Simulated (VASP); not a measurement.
## Al8N: relaxation of the atoms with PBEsol

The system is Al8N, a slab with vacuum.

```
CELL_PARAMETERS angstrom
2.83628 0.00000 0.00000
-1.41814 2.45629 0.00000
0.00000 0.00000 35.31376
ATOMIC_POSITIONS crystal
Al 0.33333 0.66667 0.24070
Al 0.00000 0.00000 0.30669
Al 0.66667 0.33333 0.37269
Al 0.00000 0.00000 0.43868
Al 0.33333 0.66667 0.50416
Al 0.00000 0.00000 0.57044
Al 0.66667 0.33333 0.63679
Al 0.00000 0.00000 0.70413
N 0.00000 0.00000 0.75850
```

```yaml
Program: VASP 6.6.1
Task: relaxation of the atoms
Functional: PBEsol
Potentials_or_basis: VASP PAW PBE potentials, release 64 (Al, N)
Cutoff: 520 eV
k_mesh: 12 × 12 × 1
Occupations: gaussian, width 0.1 eV
Spin: no spin polarisation
Dipole_correction: yes
Atoms_held_fixed_from_0: "[0, 1, 2, 3]"
Further_INCAR_settings: ALGO = Fast; EDIFF = 1e-06; IBRION = 2; EDIFFG = -0.03; NSW = 90
```

```json
{
 "Energy gained by relaxing": "9.9 meV/atom",
 "Ionic steps": "26"
}
```

Step by step:
| step | energy change (eV) | largest force on free atoms (eV/Å) | pressure (GPa) |
| --- | --- | --- | --- |
| 1 | 0.0000 | 1.2191 | -1.60 |
| 2 | -0.0465 | 0.5921 | -1.00 |
| 3 | -0.0499 | 0.2516 | -1.15 |
| 4 | -0.0558 | 0.2088 | -1.13 |
| 5 | -0.0662 | 0.1476 | -1.05 |
| 6 | -0.0671 | 0.1854 | -1.01 |
| 7 | -0.0711 | 0.1194 | -0.99 |
| 8 | -0.0747 | 0.1213 | -0.93 |
| 9 | -0.0752 | 0.2865 | -0.80 |
| 10 | -0.0759 | 0.1399 | -0.86 |
| 11 | -0.0775 | 0.0848 | -0.87 |
| 12 | -0.0781 | 0.0784 | -0.88 |
| 13 | -0.0788 | 0.0580 | -0.86 |
| 14 | -0.0797 | 0.0995 | -0.81 |
| 15 | -0.0802 | 0.1004 | -0.81 |
| 16 | -0.0810 | 0.1201 | -0.83 |
| 17 | -0.0811 | 0.1586 | -0.83 |
| 18 | -0.0813 | 0.1585 | -0.83 |
| 19 | -0.0819 | 0.1575 | -0.81 |
| 20 | -0.0831 | 0.1553 | -0.79 |
| 21 | -0.0851 | 0.1527 | -0.73 |
| 22 | -0.0872 | 0.1764 | -0.61 |
| 23 | -0.0885 | 0.0758 | -0.52 |
| 24 | -0.0885 | 0.0802 | -0.53 |
| 25 | -0.0890 | 0.0520 | -0.53 |
| 26 | -0.0893 | 0.0284 | -0.55 |

Final structure:
```
Al N
1.0
     2.83628    0.00000    0.00000
    -1.41814    2.45629    0.00000
     0.00000    0.00000   35.31376
Al N
8 1
Direct
  0.33333 0.66667 0.24070
  0.00000 0.00000 0.30669
  0.66667 0.33333 0.37269
  0.00000 0.00000 0.43868
  0.33333 0.66667 0.50373
  0.00000 0.00000 0.56943
  0.66667 0.33333 0.63467
  0.00000 0.00000 0.69842
  0.00000 0.00000 0.75024
```

Levels at points of the mesh, in eV from the Fermi level:
```
           k point  band 10  band 11  band 12  band 13  band 14  band 15  band 16  band 17  band 18  band 19
(0.00, 0.00, 0.00)    -3.76    -2.37    -1.02     0.51     1.27     1.27     2.17     3.60     4.52     5.55
(0.50, 0.00, 0.00)    -3.10    -2.90    -2.54    -2.10    -1.58    -1.11    -0.41    -0.21     0.42     0.92
```

Run time: 70 min on 1 thread of Oxide Virtual Turin-like Processor (shared host), peak memory 0.41 GiB.

Caveat: the highest band is partly filled, so the run has too few bands; the PAW data sets were made with another functional, which shifts forces and pressure a little.
